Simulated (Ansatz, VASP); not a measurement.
# Cu: VASP beside Ansatz

```xyz
1
Lattice="0.0000 1.6926 1.7817 1.6926 0.0000 1.7817 1.6926 1.6926 0.0000" Properties=species:S:1:pos:R:3 pbc="T T T"
Cu    0.0000    0.0000    0.0000
```

Change from the starting cell: strain -0.050 along x and y, +0.000 along z, atoms carried along.

Alike in both runs: task single point; functional PBEsol; k mesh 28 × 28 × 28; occupations gaussian, width 0.15 eV; no spin polarisation.

```csv
,VASP,Ansatz
version,VASP 6.6.1,Ansatz 0.2.0
potentials or method,"VASP PAW PBE potentials, release 64 (Cu), cutoff 520 eV","scalar-relativistic, plane waves, PAW"
valence electrons in the cell,11,19
```

```tsv
	VASP	Ansatz	Ansatz less VASP
gap on the k mesh at the Fermi level (eV)	none	none	-
pressure (GPa)	23.5	22.5	-1.09
traceless stress, the component that is largest in VASP (GPa)	-3.60	-3.59	+0.001
```

VASP's potentials were made for PBE, not for PBEsol. A gap of «none» marks a metal or a gap that the smearing closes. The functional is the same, so the differences come from potentials, cutoffs and numerics. VASP's potentials hold 11 valence electrons a cell and Ansatz's 19, so a difference there can come from the potentials and not from the codes.
